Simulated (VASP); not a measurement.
Here is a VASP 6.6.1 calculation.

File INCAR:

```
SYSTEM = Si
  ALGO = Normal
  EDIFF = 1E-6
  EDIFFG = -0.002
  ENCUT = 600
  GGA = PS
  IBRION = 2
  ISIF = 3
  ISMEAR = -1
  LASPH = .True.
  LCHARG = .False.
  LREAL = .False.
  LWAVE = .False.
  NELM = 80
  NSW = 100
  PREC = Accurate
  PSTRESS = 100.0
  SIGMA = 0.1
```

KPOINTS

```
k-points
0
Gamma
  22 22 12
  0 0 0
```

File POSCAR:

```
Si
1.0
    2.6607869609      0.0000000000      0.0000000000
   -1.3303934804      2.3043091022      0.0000000000
    0.0000000000      0.0000000000      4.5590169655
Si
2
Direct
    0.3333333333      0.6666666667      0.2500000000
    0.6666666667      0.3333333333      0.7500000000
```

Potentials or basis: VASP PAW PBE potentials, release 64 (Si).

Run with:

```console
$ cat potpaw_PBE.64/Si/POTCAR > POTCAR
$ mpirun -np 1 vasp_std > vasp.out
```

Q: Predict the relaxed cell.

A: a = 2.592 Å, b = 2.592 Å, c = 4.408 Å, α = 90.00°, β = 90.00°, γ = 120.00°.

Q: What does it give for the relaxed volume?

A: 12.82 Å³/atom.

Step by step:
```
step  energy change (eV)  largest force (eV/Å)  pressure (GPa)  volume (Å³)
   1              0.0000                0.0000            0.15        27.95
   2              0.1514                0.0000           16.24        24.62
   3              0.0671                0.0000            9.99        25.66
   4              0.0699                0.0000           10.22        25.61
   5              0.0702                0.0000           10.25        25.60
   6              0.0705                0.0000           10.27        25.59
   7              0.0652                0.0000            9.82        25.68
   8              0.0673                0.0000            9.99        25.65
   9              0.0673                0.0000           10.00        25.64
```

Caveat: the cell is relaxed towards a set pressure, so the enthalpy falls and the energy may rise; the PAW data sets were made with another functional, which shifts forces and pressure a little.
